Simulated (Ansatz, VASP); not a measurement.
# WC: VASP beside Ansatz

File INCAR:

```
SYSTEM = WC
ALGO = Normal
EDIFF = 1E-6
ENCUT = 520
GGA = PS
ISIF = 2
ISMEAR = 0
LASPH = .True.
LCHARG = .False.
LREAL = .False.
LWAVE = .False.
NBANDS = 36
NELM = 60
PREC = Accurate
SIGMA = 0.15
```

File KPOINTS:

```
k-points
0
Gamma
  23 23 7
  0 0 0
```

POSCAR

```
WC
1.0
   -2.8984136670      0.0000000000      0.0000000000
   -1.4492068335     -2.5100998663      0.0000000000
    0.0000000000      0.0000000000      8.4828357108
W C
3 3
Direct
    0.0000000000      0.0000000000      0.0000000000
    0.0000000000      0.0000000000      0.3333333333
    0.0000000000      0.0000000000      0.6666666667
    0.6666666667      0.6666666667      0.1666666667
    0.6666666667      0.6666666667      0.5000000000
    0.6666666667      0.6666666667      0.8333333333
```

Input for Ansatz:

```yaml
crystal:
  lattice:
    - [-2.898413667, 0.0, 0.0]
    - [-1.4492068335, -2.5100998663, 0.0]
    - [0.0, 0.0, 8.4828357108]
  atoms:
    - { symbol: W, position: [0.0, 0.0, 0.0] }
    - { symbol: W, position: [0.0, 0.0, 0.3333333333] }
    - { symbol: W, position: [0.0, 0.0, 0.6666666667] }
    - { symbol: C, position: [0.6666666667, 0.6666666667, 0.1666666667] }
    - { symbol: C, position: [0.6666666667, 0.6666666667, 0.5] }
    - { symbol: C, position: [0.6666666667, 0.6666666667, 0.8333333333] }
basis:
  ecutwfc: 420
kpoints:
  mp_grid: { grid: [23, 23, 7] }
hamiltonian:
  xc: pbesol
scf:
  occupations: { method: gaussian, width: 0.15 }
output:
  forces: true
  stress: true
  eigenvalues: true
  write_density: true
  write_potential: true
  elf: true
  volumetric_format: npy
```

Alike in both runs: task single point; functional PBEsol; k mesh 23 × 23 × 7; occupations gaussian, width 0.15 eV; no spin polarisation.

|  | VASP | Ansatz |
| --- | --- | --- |
| version | VASP 6.6.1 | Ansatz 0.2.0 |
| potentials or method | VASP PAW PBE potentials, release 64 (W_sv, C), cutoff 520 eV | scalar-relativistic, plane waves, PAW |
| valence electrons in the cell | 54 | 54 |

VASP gave:

```
gap on the k mesh at the Fermi level (eV)                     : none
pressure (GPa)                                                : 1.3
traceless stress, the component that is largest in VASP (GPa) : 0.03
```

Problem. What did Ansatz give for the same quantities?

Solution. gap on the k mesh at the Fermi level (eV): none; pressure (GPa): 0.0; traceless stress, the component that is largest in VASP (GPa): -0.20.

VASP's potentials were made for PBE, not for PBEsol. A gap of «none» marks a metal or a gap that the smearing closes.

Spin-orbit coupling is off throughout.
